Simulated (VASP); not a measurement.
Wanted: the native input for a VASP 6.6.1 run.

- Task: single point
- Functional: PBE
- Potentials or basis: VASP PAW PBE potentials, release 64 (Pb_d, S)
- Cutoff: 520 eV
- k mesh: 12 × 12 × 12
- Occupations: gaussian, width 0.02 eV
- Spin: no spin polarisation
- Dipole correction: no
- Further INCAR settings: ALGO = Normal; EDIFF = 1e-06; NBANDS = 17

The structure of PbS (Galena) lies in POSCAR:

```
PbS
1.0
    0.0000000000      2.9657500000      2.9657500000
    2.9657500000      0.0000000000      2.9657500000
    2.9657500000      2.9657500000      0.0000000000
Pb S
1 1
Direct
    0.0000000000      0.0000000000      0.0000000000
    0.5000000000      0.5000000000      0.5000000000
```

The input as run:

INCAR

```
SYSTEM = PbS
  PREC = Accurate
  ENCUT = 520
  EDIFF = 1E-6
  ISMEAR = 0
  SIGMA = 0.02
  LREAL = .FALSE.
  LASPH = .TRUE.
  NELM = 100
  ALGO = Normal
  ISIF = 2
  LWAVE = .FALSE.
  LCHARG = .TRUE.
  GGA = PE
  LELF = .TRUE.
  LVHAR = .TRUE.
  NBANDS = 17
```

KPOINTS

```
regular mesh
0
G
  12 12 12
  0 0 0
```

Potentials or basis: VASP PAW PBE potentials, release 64 (Pb_d, S).

Command:

```sh
$ cat potpaw_PBE.64/Pb_d/POTCAR potpaw_PBE.64/S/POTCAR > POTCAR
$ mpirun -np 1 vasp_std > vasp.out
```

It gave:

| Property | Result |
| --- | --- |
| Pressure | 2.2 GPa |
| Band gap on the k mesh | 0.36 eV, direct |

Caveat: spin-orbit coupling is left out, which moves the levels of the heavy elements.

Run time: 2 min on 1 thread of AMD EPYC 7R13 (shared host), peak memory 0.18 GiB.
